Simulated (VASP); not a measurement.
Runs of VASP 6.6.1 on AlN. The structure is that of space group P6_3mc (No. 186), or close to it. The cells are those of the table. 

| task | cell | k mesh | cutoff (eV) | smearing | gap on the mesh (eV) | pressure (GPa) |
| --- | --- | --- | --- | --- | --- | --- |
| single point | a = 3.114, b = 3.114, c = 4.983 Å, angles 90.0, 90.0, 120.0°, 4 atoms | 14 × 14 × 8 | 520 | fermi-dirac 0.08 eV | 4.11 | 0.0 |
| single point | a = 3.095, b = 3.095, c = 4.947 Å, angles 90.0, 90.0, 120.0°, 4 atoms | 8 × 8 × 6 | 520 | gaussian 0.01 eV | (b) | 4.0 |
| relaxation of cell and atoms | relaxed to -2 GPa from a = 3.114, b = 3.114, c = 4.983 Å, angles 90.0, 90.0, 120.0°, 4 atoms | 8 × 8 × 6 | 600 | gaussian 0.01 eV | 4.03 | -2.0 |
| single point | a = 3.114, b = 3.114, c = 4.983 Å, angles 90.0, 90.0, 120.0°, 4 atoms | 8 × 8 × 6 | 520 | gaussian 0.01 eV | 4.11 | 0.0 |
| single point | a = 3.082, b = 3.082, c = 4.921 Å, angles 90.0, 90.0, 120.0°, 4 atoms | 8 × 8 × 6 | 520 | gaussian 0.01 eV | 4.38 | (a) |

Alike in all rows: level PBEsol; potentials or basis VASP PAW PBE potentials, release 64 (Al, N); no spin polarisation.

**Question.** Fill in the values left out.

**Answer.** (a) 7.0; (b) 4.27.

Caveats: the PAW data sets were made with another functional, which shifts forces and pressure a little; the cell is relaxed towards a set pressure, so the enthalpy falls and the energy may rise (some runs).

A k mesh can miss the band edges.
